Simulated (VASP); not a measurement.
# ZnCu (Cmmm) in VASP: a series of runs

ZnCu is run at these levels: PBE, LDA; tasks: single point.

Program: VASP 6.6.1. These are calculated values, not measurements. Logs are shortened: lines on timing, memory, paths and dates and some standing lists are left out, and cuts for length are marked.

## 1. The cell of the first run

Symmetry: Cmmm, No. 65, orthorhombic system. Conventional cell: a = 2.976 Å, b = 4.243 Å, c = 4.141 Å, α = 90.00°, β = 90.00°, γ = 90.00°. Within 3.4 Å of Zn (site symmetry mmm) lie 8 Cu at 2.55 to 2.96 Å and 6 Zn at 2.59 to 2.98 Å. Cu (site symmetry mmm) has 8 Zn at 2.55 to 2.96 Å and 6 Cu at 2.59 to 2.98 Å within 3.4 Å.

## 2. Single point, PBE

INCAR

```
PREC     = Accurate       # precision mode
ENCUT    = 520            # plane-wave cutoff, eV
EDIFF    = 1E-6           # SCF threshold, eV
ISMEAR   = 0              # smearing method
SIGMA    = 0.05           # smearing width, eV
LREAL    = False          # projectors in reciprocal space
LASPH    = True           # aspherical terms in the spheres
NELM     = 80             # most SCF steps
ALGO     = Fast           # electronic algorithm
ISIF     = 2              # what is computed and relaxed
LWAVE    = False          # write WAVECAR
LCHARG   = False          # write CHGCAR
GGA      = PE             # functional
NBANDS   = 18             # bands
```

KPOINTS

```
regular mesh
0
Gamma
  14 14 8
```

POSCAR

```
ZnCu
1.0
    1.4880390000     -2.1212790000      0.0000000000
    1.4880390000      2.1212790000      0.0000000000
    0.0000000000      0.0000000000      4.1407460000
Zn Cu
1 1
Direct
    0.5000000000      0.5000000000      0.5000000000
    0.0000000000      0.0000000000      0.0000000000
```

Potentials or basis: VASP PAW PBE potentials, release 64 (Zn, Cu).

On the command line:

```
> cat potpaw_PBE.64/Zn/POTCAR potpaw_PBE.64/Cu/POTCAR > POTCAR
> mpirun -np 1 vasp_std > vasp.out
```

OUTCAR:

```text
PREC = Accurate
   ENCUT = 520
   EDIFF = 1E-6
   ISMEAR = 0
   LREAL = False
   LASPH = True
   NELM = 80
   ISIF = 2
   GGA = PE

 ion  position               nearest neighbor table
   1  0.500  0.500  0.500-   2 2.55   2 2.55   2 2.55   2 2.55
   2  0.000  0.000  0.000-   1 2.55   1 2.55   1 2.55   1 2.55

  LATTYP: Found a base centered orthorhombic cell.
 ALAT       =     2.9760780000
 B/A-ratio  =     1.4255533625
 C/A-ratio  =     1.3913432376

  Lattice vectors:

 A1 = (   1.4880390000,  -2.1212790000,   0.0000000000)
 A2 = (   1.4880390000,   2.1212790000,   0.0000000000)
 A3 = (   0.0000000000,   0.0000000000,   4.1407460000)

Analysis of symmetry for initial positions (statically):
=====================================================================
 Subroutine PRICEL returns:
 Original cell was already a primitive cell.

 Routine SETGRP: Setting up the symmetry group for a
 base centered orthorhombic supercell.

 Subroutine GETGRP returns: Found  8 space group operations
 (whereof  8 operations were pure point group operations)
 out of a pool of  8 trial point group operations.

The static configuration has the point symmetry D_2h.

Analysis of symmetry for dynamics (positions and initial velocities):
=====================================================================
 Subroutine PRICEL returns:
 Original cell was already a primitive cell.

 Routine SETGRP: Setting up the symmetry group for a
 base centered orthorhombic supercell.

 Subroutine GETGRP returns: Found  8 space group operations
 (whereof  8 operations were pure point group operations)
 out of a pool of  8 trial point group operations.

The dynamic configuration has the point symmetry D_2h.

 Subroutine INISYM returns: Found  8 space group operations
 (whereof  8 operations are pure point group operations),
 and found     1 'primitive' translations

----------------------------------------------------------------------------------------

                                     Primitive cell

  volume of cell :      26.1409

  direct lattice vectors                    reciprocal lattice vectors
     1.488039000 -2.121279000  0.000000000     0.336012699 -0.235706854  0.000000000
     1.488039000  2.121279000  0.000000000     0.336012699  0.235706854  0.000000000
     0.000000000  0.000000000  4.140746000     0.000000000  0.000000000  0.241502377

  length of vectors
     2.591155082  2.591155082  4.140746000     0.410441536  0.410441536  0.241502377

  position of ions in fractional coordinates (direct lattice)
     0.500000000  0.500000000  0.500000000
     0.000000000  0.000000000  0.000000000

  ion indices of the primitive-cell ions
   primitive index   ion index
                 1           1
                 2           2

----------------------------------------------------------------------------------------

 KPOINTS: regular mesh

Automatic generation of k-mesh.
 Grid dimensions read from file:
 generate k-points for:   14   14    8

 Generating k-lattice:

  Cartesian coordinates                     Fractional coordinates (reciprocal lattice)
     0.024000907 -0.016836204  0.000000000     0.071428571  0.000000000  0.000000000
     0.024000907  0.016836204  0.000000000     0.000000000  0.071428571  0.000000000
     0.000000000  0.000000000  0.030187797     0.000000000  0.000000000  0.125000000

  Length of vectors
     0.029317253  0.029317253  0.030187797

  Shift w.r.t. Gamma in fractional coordinates (k-lattice)
     0.000000000  0.000000000  0.000000000

 Subroutine IBZKPT returns following result:
 ===========================================

 Found    285 irreducible k-points:

 Following reciprocal coordinates:
            Coordinates               Weight
  0.000000  0.000000  0.000000      1.000000
  0.071429 -0.000000  0.000000      4.000000
  0.142857  0.000000  0.000000      4.000000
  0.214286  0.000000  0.000000      4.000000
  0.285714  0.000000  0.000000      4.000000
  0.357143  0.000000  0.000000      4.000000
[... 16 lines left out ...]
  0.214286  0.142857  0.000000      4.000000
  0.285714  0.142857  0.000000      4.000000
 [... further k-points ...]
   k-points           NKPTS =    285   k-points in BZ     NKDIM =    285   number of bands    NBANDS=     18
   number of dos      NEDOS =    301   number of ions     NIONS =      2
   total plane-waves  NPLWV =  12800
   dimension x,y,z NGX =    20 NGY =   20 NGZ =   32
   dimension x,y,z NGXF=    40 NGYF=   40 NGZF=   64
   ions per type =               1   1
   NGX,Y,Z   is equivalent  to a cutoff of  12.83, 12.83, 12.85 a.u.
   NGXF,Y,Z  is equivalent  to a cutoff of  25.66, 25.66, 25.70 a.u.
 SYSTEM =  unknown system
   PREC   = accura    normal or accurate (medium, high low for compatibility)
   ISTART =      0    job   : 0-new  1-cont  2-samecut
   ICHARG =      2    charge: 1-file 2-atom 10-const
   ISPIN  =      1    spin polarized calculation?
   LNONCOLLINEAR =      F non collinear calculations
   LSORBIT =      F    spin-orbit coupling
   LASPH  =      T    aspherical Exc in radial PAW
   ENCUT  =  520.0 eV  38.22 Ry    6.18 a.u.   4.82  4.82  7.70*2*pi/ulx,y,z
   NELM   =     80;   NELMIN=  2; NELMDL= -5     # of ELM steps
   EDIFF  = 0.1E-05   stopping-criterion for ELM
   LREAL  =      F    real-space projection
   EDIFFG = 0.1E-04   stopping-criterion for IOM
   NSW    =      0    number of steps for IOM
   IBRION =     -1    ionic relax: 0-MD 1-quasi-New 2-CG
   NFREE  =      0    steps in history (QN), initial steepest desc. (CG)
   ISIF   =      2    stress and relaxation
   ISYM   =      2    0-nonsym 1-usesym 2-fastsym
   POTIM  = 0.5000    time-step for ionic-motion
   TEBEG  =    0.0;   TEEND  =   0.0 temperature during run
   PSTRESS=    0.0 pullay stress
   NELECT =      23.0000    total number of electrons
   NUPDOWN=      -1.0000    fix difference up-down
   EMIN   =  10.00;   EMAX   =-10.00  energy-range for DOS
   EFERMI =   0.00;   METHOD = LEGACY
   ISMEAR =     0;   SIGMA  =   0.05  broadening in eV -4-tet -1-fermi 0-gaus
   EFERMI_NEDOS =   21; number of points for ismear=-14 and -15
   IALGO  =     68    algorithm
   IMIX   =      4    mixing-type and parameters
     AMIX     =   0.40;   BMIX     =  1.00
     AMIX_MAG =   1.60;   BMIX_MAG =  1.00
  volume/ion in A,a.u.               =      13.07        88.20
  Fermi-wavevector in a.u.,A,eV,Ry     =   1.568714  2.964440 33.482099  2.460865
  Thomas-Fermi vector in A             =   2.670704
   LORBIT       =      0    0 simple, 1 ext, 2 COOP (PROOUT), +10 PAW based schemes
   GGA     = PE    functional components
   LHFCALC =     F    Hartree Fock is set to
   AEXX    =    0.0000 exact exchange contribution
   IVDW    =     0    specifies the selected vdW correction
   LEPSILON=     F    determine dielectric tensor
   LRPA    =     F    only Hartree local field effects (RPA)
 non-spin polarized calculation
 RMM-DIIS sequential band-by-band and
 Gauss-broadening in eV      SIGMA  =   0.05
  energy-cutoff  :      520.00
  volume of cell :       26.14
 maximum number of plane-waves:       728
   NGX =  9   NGY =  9   NGZ = 15

 number of electron      22.9999985 magnetization

 Free energy of the ion-electron system (eV)
  ---------------------------------------------------
  ext. energy  EPLUGINS =         0.00000000
  ---------------------------------------------------
  free energy    TOTEN  =        -4.93000809 eV

  energy without entropy =       -4.92932118  energy(sigma->0) =       -4.92966463

 E-fermi :   5.2877     XC(G=0): -12.2721

 val. band max:        5.2801217162   @ k =   0.2857   0.2857   0.5000
 cond. band min:       5.3068234856   @ k =   0.2143   0.2143   0.2500
 fundamental gap:      0.0267017694
 Fermi energy:         5.2877029916

 k-point     1 :       0.0000    0.0000    0.0000
  band No.  band energies     occupation
      1      -4.9202      2.00000
      2      -2.7495      2.00000
      3      -2.6121      2.00000
      4      -1.9295      2.00000
      5      -1.9071      2.00000
      6      -1.7144      2.00000
[... 10 lines left out ...]
     17      25.7423      0.00000
     18      28.1366      0.00000

 k-point     2 :       0.0714   -0.0000    0.0000
  band No.  band energies     occupation
      1      -4.7844      2.00000
      2      -2.7189      2.00000
      3      -2.5974      2.00000
      4      -1.9528      2.00000
      5      -1.9064      2.00000
      6      -1.7335      2.00000
[... 10 lines left out ...]
     17      26.6099      0.00000
     18      27.1426      0.00000

 k-point     3 :       0.1429    0.0000    0.0000
  band No.  band energies     occupation
      1      -4.3850      2.00000
      2      -2.6607      2.00000
      3      -2.5301      2.00000
      4      -2.0325      2.00000
      5      -1.8971      2.00000
      6      -1.7671      2.00000
[... 10 lines left out ...]
     17      24.2794      0.00000
     18      25.5105      0.00000

 k-point     4 :       0.2143    0.0000    0.0000
  band No.  band energies     occupation
      1      -3.7598      2.00000
      2      -2.6196      2.00000
      3      -2.3753      2.00000
      4      -2.1624      2.00000
      5      -1.8645      2.00000
      6      -1.7884      2.00000
[... 10 lines left out ...]
     17      21.5053      0.00000
     18      23.7629      0.00000

 k-point     5 :       0.2857    0.0000    0.0000
  band No.  band energies     occupation
      1      -3.1122      2.00000
      2      -2.4916      2.00000
      3      -2.3050      2.00000
      4      -2.0960      2.00000
      5      -1.8003      2.00000
      6      -1.7988      2.00000
[... 10 lines left out ...]
     17      18.9572      0.00000
     18      22.3076      0.00000

 k-point     6 :       0.3571    0.0000    0.0000
  band No.  band energies     occupation
      1      -2.9089      2.00000
      2      -2.4265      2.00000
      3      -2.2507      2.00000
      4      -1.8038      2.00000
      5      -1.7387      2.00000
      6      -1.3022      2.00000
[... 10 lines left out ...]
     17      18.8244      0.00000
     18      21.1149      0.00000

 k-point     7 :       0.4286    0.0000    0.0000
  band No.  band energies     occupation
      1      -2.8978      2.00000
      2      -2.5063      2.00000
      3      -2.1328      2.00000
      4      -1.8062      2.00000
      5      -1.6714      2.00000
      6      -0.2125      2.00000
[... 10 lines left out ...]
     17      18.9364      0.00000
     18      20.2214      0.00000

 k-point     8 :       0.5000    0.0000    0.0000
  band No.  band energies     occupation
      1      -2.9019      2.00000
      2      -2.5339      2.00000
      3      -2.0971      2.00000
      4      -1.8069      2.00000
      5      -1.6464      2.00000
      6       0.3807      2.00000
[... 10 lines left out ...]
     17      19.0946      0.00000
     18      19.7983      0.00000
[... 229 lines left out ...]
     17      21.9986      0.00000
     18      22.6166      0.00000

 k-point    20 :      -0.1429    0.0714    0.0000
  band No.  band energies     occupation
      1      -4.4314      2.00000
      2      -2.6450      2.00000
      3      -2.4901      2.00000
      4      -1.9974      2.00000
      5      -1.9750      2.00000
      6      -1.8174      2.00000
[... 10 lines left out ...]
     17      24.7781      0.00000
     18      24.9006      0.00000

 k-point    21 :      -0.0714    0.0714    0.0000
  band No.  band energies     occupation
      1      -4.7410      2.00000
      2      -2.7050      2.00000
      3      -2.5595      2.00000
      4      -1.9471      2.00000
      5      -1.9441      2.00000
      6      -1.7700      2.00000
[... 10 lines left out ...]
     17      25.0937      0.00000
     18      26.6045      0.00000

 k-point    22 :       0.1429    0.1429    0.0000
  band No.  band energies     occupation
      1      -3.5328      2.00000
      2      -2.5844      2.00000
      3      -2.4785      2.00000
      4      -2.1481      2.00000
      5      -1.8335      2.00000
      6      -1.7329      2.00000
[... 10 lines left out ...]
     17      22.2033      0.00000
     18      22.6366      0.00000

 k-point    23 :       0.2143    0.1429    0.0000
  band No.  band energies     occupation
      1      -2.8993      2.00000
      2      -2.5112      2.00000
      3      -2.3457      2.00000
      4      -2.2387      2.00000
      5      -1.8886      2.00000
      6      -1.5665      2.00000
[... 10 lines left out ...]
     17      19.9353      0.00000
     18      22.0772      0.00000

 k-point    24 :       0.2857    0.1429    0.0000
  band No.  band energies     occupation
      1      -2.7196      2.00000
      2      -2.3411      2.00000
      3      -2.2521      2.00000
      4      -2.0915      2.00000
      5      -1.9247      2.00000
      6      -1.0462      2.00000
[... 10 lines left out ...]
     17      17.5069      0.00000
     18      21.9548      0.00000

 [... further k-points ...]

------------------------ aborting loop because EDIFF is reached ----------------------------------------

  FORCE on cell =-STRESS in cart. coord.  units (eV):
  Direction    XX          YY          ZZ          XY          YZ          ZX
  --------------------------------------------------------------------------------------
  -------------------------------------------------------------------------------------
  Total        0.2652430      0.0665050     -0.0710506      0.0000000      0.0000000      0.0000000
  in kB       16.2567515      4.0760924     -4.3546963      0.0000000      0.0000000      0.0000000
  external PRESSURE =       5.3260492 kB  Pullay stress =       0.0000000 kB

 VOLUME and BASIS-vectors are now :
 -----------------------------------------------------------------------------
  energy-cutoff  :      520.00
  volume of cell :       26.14
      direct lattice vectors                 reciprocal lattice vectors
     1.488039000 -2.121279000  0.000000000     0.336012699 -0.235706854  0.000000000
     1.488039000  2.121279000  0.000000000     0.336012699  0.235706854  0.000000000
     0.000000000  0.000000000  4.140746000     0.000000000  0.000000000  0.241502377

 POSITION                                       TOTAL-FORCE (eV/Angst)
 -----------------------------------------------------------------------------------
      1.48804      0.00000      2.07037         0.000000     -0.000000      0.000000
      0.00000      0.00000      0.00000         0.000000      0.000000      0.000000
 -----------------------------------------------------------------------------------
    total drift:                                0.000000      0.000000      0.000000

  FREE ENERGIE OF THE ION-ELECTRON SYSTEM (eV)
  ---------------------------------------------------
  free  energy   TOTEN  =        -4.9300080861 eV

  energy  without entropy=       -4.9293211775  energy(sigma->0) =       -4.92966463
```

Wall time 2 min (1 thread of AMD EPYC 7R43 (Zen 3), shared host); peak memory 0.22 GiB.

What came out:

```
Free energy            : -4.9300 eV
Pressure               : 0.5 GPa
Band gap on the k mesh : zero (an odd number of electrons rules out a gap without spin polarisation)
```

Stress tensor (GPa, compression positive):
```
 1.63  0.00  0.00
 0.00  0.41  0.00
 0.00  0.00 -0.44
```

[end of part 1 of 2]

The gap in the log of VASP goes by the Fermi energy; the results here count the filled bands.